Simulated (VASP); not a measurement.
Set up this calculation in VASP 6.6.1, as the native input.

* Task: single point
* Functional: revPBE
* Potentials or basis: VASP PAW PBE potentials, release 64 (P)
* Cutoff: 520 eV
* k mesh: 23 × 23 × 23
* Occupations: fermi-dirac, width 0.1 eV
* Spin: no spin polarisation
* Dipole correction: no
* Further INCAR settings: ALGO = Normal; EDIFF = 1e-06; NBANDS = 8

The structure of P lies in POSCAR:

```
P
1.0
    0.0000000000      1.9445471527      1.9445471527
    1.9445471527      0.0000000000      1.9445471527
    1.9445471527      1.9445471527      0.0000000000
P
1
Direct
    0.0000000000      0.0000000000      0.0000000000
```

These files were run (other wordings do the same):

INCAR

```
SYSTEM = P
ALGO = Normal
EDIFF = 1E-6
ENCUT = 520
GGA = RE
ISIF = 2
ISMEAR = -1
LASPH = .TRUE.
LCHARG = .FALSE.
LREAL = .FALSE.
LWAVE = .FALSE.
NBANDS = 8
NELM = 80
PREC = Accurate
SIGMA = 0.1
```

KPOINTS

```
k-points
0
G
  23 23 23
  0 0 0
```

Potentials or basis: VASP PAW PBE potentials, release 64 (P).

Command:

```console
$ cat potpaw_PBE.64/P/POTCAR > POTCAR
$ mpirun -np 1 vasp_std > vasp.out
```

Results of the run:

- Pressure: -0.5 GPa

Caveat: the PAW data sets were made with another functional, which shifts forces and pressure a little.

It took 21 s on 1 thread of AMD EPYC 7R13 Processor (Zen 3), with other jobs on the host, peak memory 0.11 GiB.
